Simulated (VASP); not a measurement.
# FeCu (Cmmm) in VASP: a series of runs

The runs below take FeCu through single point, with PBE.

Everything below comes from runs of VASP 6.6.1. Logs are shortened: lines on timing, memory, paths and dates and some standing lists are left out, and cuts for length are marked.

## Step 1: The cell of the first run

The structure is orthorhombic, space group Cmmm (No. 65). Conventional cell: a = 2.877 Å, b = 3.976 Å, c = 4.138 Å, α = 90.00°, β = 90.00°, γ = 90.00°. Within 3.2 Å of Fe (site symmetry mmm) lie 6 Fe at 2.45 to 2.88 Å and 8 Cu at 2.52 to 2.87 Å. Cu (site symmetry mmm) has 6 Cu at 2.45 to 2.88 Å and 8 Fe at 2.52 to 2.87 Å within 3.2 Å.

## Step 2: Single point, PBE

INCAR

```
ALGO = Normal
EDIFF = 1E-6
ENCUT = 520
GGA = PE
ISIF = 2
ISMEAR = -1
LASPH = T
LCHARG = F
LREAL = F
LWAVE = F
NBANDS = 16
NELM = 80
PREC = Accurate
SIGMA = 0.03
```

KPOINTS

```
k-points
0
Gamma
  12 12 7
```

POSCAR

```
FeCu
1.0
    1.4382720000     -1.9879340000      0.0000000000
    1.4382720000      1.9879340000      0.0000000000
    0.0000000000      0.0000000000      4.1381350000
Fe Cu
1 1
Direct
    0.0000000000      0.0000000000      0.0000000000
    0.5000000000      0.5000000000      0.5000000000
```

Potentials or basis: VASP PAW PBE potentials, release 64 (Fe, Cu).

The run is started by

```
$ cat potpaw_PBE.64/Fe/POTCAR potpaw_PBE.64/Cu/POTCAR > POTCAR
$ mpirun -np 1 vasp_std > vasp.out
```

OUTCAR:

```text
EDIFF = 1E-6
   ENCUT = 520
   GGA = PE
   ISIF = 2
   ISMEAR = -1
   LASPH = T
   LREAL = F
   NELM = 80
   PREC = Accurate

 ion  position               nearest neighbor table
   1  0.000  0.000  0.000-   2 2.52   2 2.52   2 2.52   2 2.52   2 2.87   2 2.87   2 2.87   2 2.87

   2  0.500  0.500  0.500-   1 2.52   1 2.52   1 2.52   1 2.52   1 2.87   1 2.87   1 2.87   1 2.87

  LATTYP: Found a base centered orthorhombic cell.
 ALAT       =     2.8765440000
 B/A-ratio  =     1.3821683242
 C/A-ratio  =     1.4385787250

  Lattice vectors:

 A1 = (   1.4382720000,  -1.9879340000,   0.0000000000)
 A2 = (   1.4382720000,   1.9879340000,   0.0000000000)
 A3 = (   0.0000000000,   0.0000000000,   4.1381350000)

Analysis of symmetry for initial positions (statically):
=====================================================================
 Subroutine PRICEL returns:
 Original cell was already a primitive cell.

 Routine SETGRP: Setting up the symmetry group for a
 base centered orthorhombic supercell.

 Subroutine GETGRP returns: Found  8 space group operations
 (whereof  8 operations were pure point group operations)
 out of a pool of  8 trial point group operations.

The static configuration has the point symmetry D_2h.

Analysis of symmetry for dynamics (positions and initial velocities):
=====================================================================
 Subroutine PRICEL returns:
 Original cell was already a primitive cell.

 Routine SETGRP: Setting up the symmetry group for a
 base centered orthorhombic supercell.

 Subroutine GETGRP returns: Found  8 space group operations
 (whereof  8 operations were pure point group operations)
 out of a pool of  8 trial point group operations.

The dynamic configuration has the point symmetry D_2h.

 Subroutine INISYM returns: Found  8 space group operations
 (whereof  8 operations are pure point group operations),
 and found     1 'primitive' translations

----------------------------------------------------------------------------------------

                                     Primitive cell

[... 76 lines left out ...]
   dimension x,y,z NGXF=    36 NGYF=   36 NGZF=   64
   ions per type =               1   1
   NGX,Y,Z   is equivalent  to a cutoff of  12.20, 12.20, 12.86 a.u.
   NGXF,Y,Z  is equivalent  to a cutoff of  24.39, 24.39, 25.71 a.u.
 SYSTEM =  unknown system
   PREC   = accura    normal or accurate (medium, high low for compatibility)
   ISTART =      0    job   : 0-new  1-cont  2-samecut
   ICHARG =      2    charge: 1-file 2-atom 10-const
   ISPIN  =      1    spin polarized calculation?
   LNONCOLLINEAR =      F non collinear calculations
   LSORBIT =      F    spin-orbit coupling
   LASPH  =      T    aspherical Exc in radial PAW
   ENCUT  =  520.0 eV  38.22 Ry    6.18 a.u.   4.56  4.56  7.69*2*pi/ulx,y,z
   NELM   =     80;   NELMIN=  2; NELMDL= -5     # of ELM steps
   EDIFF  = 0.1E-05   stopping-criterion for ELM
   LREAL  =      F    real-space projection
   EDIFFG = 0.1E-04   stopping-criterion for IOM
   NSW    =      0    number of steps for IOM
   IBRION =     -1    ionic relax: 0-MD 1-quasi-New 2-CG
   NFREE  =      0    steps in history (QN), initial steepest desc. (CG)
   ISIF   =      2    stress and relaxation
   ISYM   =      2    0-nonsym 1-usesym 2-fastsym
   POTIM  = 0.5000    time-step for ionic-motion
   TEBEG  =    0.0;   TEEND  =   0.0 temperature during run
   PSTRESS=    0.0 pullay stress
   NELECT =      19.0000    total number of electrons
   NUPDOWN=      -1.0000    fix difference up-down
   EMIN   =  10.00;   EMAX   =-10.00  energy-range for DOS
   EFERMI =   0.00;   METHOD = LEGACY
   ISMEAR =    -1;   SIGMA  =   0.03  broadening in eV -4-tet -1-fermi 0-gaus
   EFERMI_NEDOS =   21; number of points for ismear=-14 and -15
   IALGO  =     38    algorithm
   IMIX   =      4    mixing-type and parameters
     AMIX     =   0.40;   BMIX     =  1.00
     AMIX_MAG =   1.60;   BMIX_MAG =  1.00
  volume/ion in A,a.u.               =      11.83        79.84
  Fermi-wavevector in a.u.,A,eV,Ry     =   1.521599  2.875405 31.501064  2.315263
  Thomas-Fermi vector in A             =   2.630292
   LORBIT       =      0    0 simple, 1 ext, 2 COOP (PROOUT), +10 PAW based schemes
   GGA     = PE    functional components
   LHFCALC =     F    Hartree Fock is set to
   AEXX    =    0.0000 exact exchange contribution
   IVDW    =     0    specifies the selected vdW correction
   LEPSILON=     F    determine dielectric tensor
   LRPA    =     F    only Hartree local field effects (RPA)
 non-spin polarized calculation
  energy-cutoff  :      520.00
  volume of cell :       23.66
 maximum number of plane-waves:       652
   NGX =  9   NGY =  9   NGZ = 15

 number of electron      18.9999983 magnetization

 Free energy of the ion-electron system (eV)
  ---------------------------------------------------
  ext. energy  EPLUGINS =         0.00000000
  ---------------------------------------------------
  free energy    TOTEN  =       -11.02164146 eV

  energy without entropy =      -11.00524502  energy(sigma->0) =      -11.01344324

 E-fermi :   6.4364     XC(G=0): -12.8272

 val. band max:        6.4330016237   @ k =   0.0833   0.0000   0.1429
 cond. band min:       6.4375156348   @ k =   0.5000   0.0833   0.0000
 fundamental gap:      0.0045140111
 Fermi energy:         6.4363813780

 k-point     1 :       0.0000    0.0000    0.0000
  band No.  band energies     occupation
      1      -2.2977      2.00000
      2       1.7848      2.00000
      3       2.8328      2.00000
      4       3.8812      2.00000
      5       4.0216      2.00000
      6       4.4251      2.00000
[... 433 lines left out ...]
      3       2.8759      2.00000
      4       3.0932      2.00000
      5       3.4099      2.00000
      6       4.1961      2.00000
[... 8 lines left out ...]
     15      20.4024      0.00000
     16      20.6325      0.00000

 [... further k-points ...]
[... 5 lines left out ...]
  --------------------------------------------------------------------------------------
  -------------------------------------------------------------------------------------
  Total       -1.8585620     -1.7070217     -0.5122315     -0.0000000      0.0000000      0.0000000
  in kB     -125.8374737   -115.5771507    -34.6816112     -0.0000000      0.0000000      0.0000000
  external PRESSURE =     -92.0320785 kB  Pullay stress =       0.0000000 kB

 VOLUME and BASIS-vectors are now :
 -----------------------------------------------------------------------------
  energy-cutoff  :      520.00
  volume of cell :       23.66
      direct lattice vectors                 reciprocal lattice vectors
     1.438272000 -1.987934000  0.000000000     0.347639389 -0.251517405  0.000000000
     1.438272000  1.987934000  0.000000000     0.347639389  0.251517405  0.000000000
     0.000000000  0.000000000  4.138135000     0.000000000  0.000000000  0.241654755

 POSITION                                       TOTAL-FORCE (eV/Angst)
 -----------------------------------------------------------------------------------
      0.00000      0.00000      0.00000        -0.000000      0.000000      0.000000
      1.43827      0.00000      2.06907         0.000000     -0.000000      0.000000
 -----------------------------------------------------------------------------------
    total drift:                               -0.000000     -0.000000     -0.000000

  FREE ENERGIE OF THE ION-ELECTRON SYSTEM (eV)
  ---------------------------------------------------
  free  energy   TOTEN  =       -11.0216414573 eV

  energy  without entropy=      -11.0052450206  energy(sigma->0) =      -11.01344324
```

OSZICAR:

```text
N       E                     dE             d eps       ncg     rms          rms(c)
DAV:   1     0.909359282470E+02    0.90936E+02   -0.88774E+03  5872   0.178E+03
DAV:   2    -0.106395362777E+02   -0.10158E+03   -0.95081E+02  5512   0.261E+02
DAV:   3    -0.134321349562E+02   -0.27926E+01   -0.26847E+01  6720   0.611E+01
DAV:   4    -0.134576051854E+02   -0.25470E-01   -0.25458E-01  6552   0.570E+00
DAV:   5    -0.134581045535E+02   -0.49937E-03   -0.49936E-03  6928   0.811E-01    0.130E+01
DAV:   6    -0.118248511432E+02    0.16333E+01   -0.15872E+01  5848   0.126E+02    0.617E+00
DAV:   7    -0.113580321246E+02    0.46682E+00   -0.35060E+00  7008   0.725E+01    0.686E+00
DAV:   8    -0.110639272840E+02    0.29410E+00   -0.17465E+00  7920   0.427E+01    0.164E+00
DAV:   9    -0.110262681128E+02    0.37659E-01   -0.11761E-01  8568   0.931E+00    0.504E-01
DAV:  10    -0.110223380101E+02    0.39301E-02   -0.51927E-03  8576   0.171E+00    0.188E-01
DAV:  11    -0.110216774798E+02    0.66053E-03   -0.40251E-04  8728   0.768E-01    0.406E-02
DAV:  12    -0.110216576794E+02    0.19800E-04   -0.10526E-04  8408   0.217E-01    0.430E-02
DAV:  13    -0.110216443646E+02    0.13315E-04   -0.15891E-05  7656   0.157E-01    0.174E-02
DAV:  14    -0.110216416255E+02    0.27391E-05   -0.10271E-05  7616   0.130E-01    0.558E-03
DAV:  15    -0.110216414573E+02    0.16819E-06   -0.11696E-06  3208   0.407E-02
   1 F= -.11021641E+02 E0= -.11013443E+02  d E =-.163964E-01
```

stdout:

```text
POSCAR found type information on POSCAR FeCu
 POSCAR found :  2 types and       2 ions
 scaLAPACK will be used
 LDA part: xc-table for (Slater+PW92), standard interpolation
 POSCAR, INCAR and KPOINTS ok, starting setup
 FFT: planning ... GRIDC
 FFT: planning ... GRID_SOFT
 FFT: planning ... GRID
 WAVECAR not read
 entering main loop
```

It took 36 s on 1 thread of AMD EPYC 9R45 (Zen 5), shared host; peak memory 0.16 GiB.

What came out:

```yaml
Free_energy: -11.0216 eV
Pressure: -9.2 GPa
Band_gap_on_the_k_mesh: zero (an odd number of electrons rules out a gap without spin polarisation)
```

Stress tensor (GPa, compression positive):
```
-12.58   0.00   0.00
  0.00 -11.56   0.00
  0.00   0.00  -3.47
```

Caveat: the cell stands under tension; the run has no spin polarisation, though such a crystal can be magnetic. Spin polarisation is off, so any magnetic state and its effect on volume and gap are missing.

## Step 3: Single point, PBE, collinear spin, zero start

INCAR

```
ALGO = Normal
EDIFF = 1E-6
ENCUT = 520
GGA = PE
ISIF = 2
ISMEAR = -1
ISPIN = 2
LASPH = True
LCHARG = True
LELF = True
LMAXMIX = 4
LORBIT = 11
LREAL = False
LVHAR = True
LWAVE = False
MAGMOM = 0 0
NBANDS = 20
NELM = 150
NUPDOWN = 0.0
PREC = Accurate
SIGMA = 0.03
```

KPOINTS is that of step 2.

POSCAR is that of step 2.

Potentials or basis: VASP PAW PBE potentials, release 64 (Fe, Cu).

The run is started by

```
$ cat potpaw_PBE.64/Fe/POTCAR potpaw_PBE.64/Cu/POTCAR > POTCAR
$ mpirun -np 1 vasp_std > vasp.out
```

Wall time 84 s (1 thread of AMD EPYC 9R45 (Zen 5), shared host); peak memory 0.21 GiB.

It converged, with:

* Free energy: -11.0216 eV
* Pressure: -9.3 GPa
* Net moment: 0.00 μB per cell
* Valence electrons inside the program's atomic spheres: Fe 7.14; Cu 10.03

Stress tensor (GPa, compression positive):
```
-12.72   0.00   0.00
  0.00 -11.69   0.00
  0.00   0.00  -3.60
```

Caveat: the cell stands under tension; the total moment is fixed, so each spin has its own Fermi level.

## Step 4: Single point, PBE, collinear spin, ferromagnetic start

INCAR

```
SYSTEM = FeCu
PREC     = Accurate       ! precision mode
ENCUT    = 520            ! plane-wave cutoff, eV
EDIFF    = 1E-7           ! SCF threshold, eV
ISMEAR   = -1             ! smearing method
SIGMA    = 0.03           ! smearing width, eV
LREAL    = .False.        ! projectors in reciprocal space
LASPH    = .True.         ! aspherical terms in the spheres
NELM     = 150            ! most SCF steps
ALGO     = Normal         ! electronic algorithm
ISIF     = 2              ! what is computed and relaxed
LWAVE    = .False.        ! write WAVECAR
LCHARG   = .False.        ! write CHGCAR
ISPIN    = 2              ! spin polarisation
MAGMOM   = 0.65 0         ! initial moments
LORBIT   = 11             ! projections on sites
NUPDOWN  = 0.65           ! fixed moment
LMAXMIX  = 4              ! l up to which the mixer works
GGA      = PE             ! functional
NBANDS   = 20             ! bands
```

KPOINTS

```
Automatic mesh
0
Gamma
  12 12 7
  0 0 0
```

POSCAR is that of step 3.

The run is started by

```
$ cat potpaw_PBE.64/Fe/POTCAR potpaw_PBE.64/Cu/POTCAR > POTCAR
$ mpirun -np 1 vasp_std > vasp.out
```

It took 1.8 min on 1 thread of AMD EPYC 9R45 (Zen 5), shared host; peak memory 0.21 GiB.

The run converged. Its results:

| Item | Value |
| --- | --- |
| Free energy | -11.1405 eV |
| Pressure | -7.2 GPa |
| Net moment | 0.65 μB per cell |
| Site moments | Fe +0.79; Cu -0.09 μB |
| Valence electrons inside the program's atomic spheres | Fe 7.14; Cu 10.03 |

Stress tensor (GPa, compression positive):
```
-10.37   0.00   0.00
  0.00  -7.92   0.00
  0.00   0.00  -3.20
```

Caveat: the cell stands under tension; the total moment is fixed, so each spin has its own Fermi level.

## Step 5: The runs side by side

| spin | fixed moment (μB) | pressure (GPa) | moment (μB) |
| --- | --- | --- | --- |
| off | - | -9.2 | - |
| collinear, zero start | 0.0 | -9.3 | 0.00 |
| collinear, ferromagnetic start | 0.65 | -7.2 | 0.65 |

Alike in all rows: task single point; level PBE; potentials or basis VASP PAW PBE potentials, release 64 (Fe, Cu); cell as given; k mesh 12 × 12 × 7; cutoff (eV) 520; smearing fermi-dirac 0.03 eV.

Caveats: the cell stands under tension; the total moment is fixed, so each spin has its own Fermi level (at least some runs).

Total energies depend on the potentials used, so only differences within one code and one set of settings carry meaning.
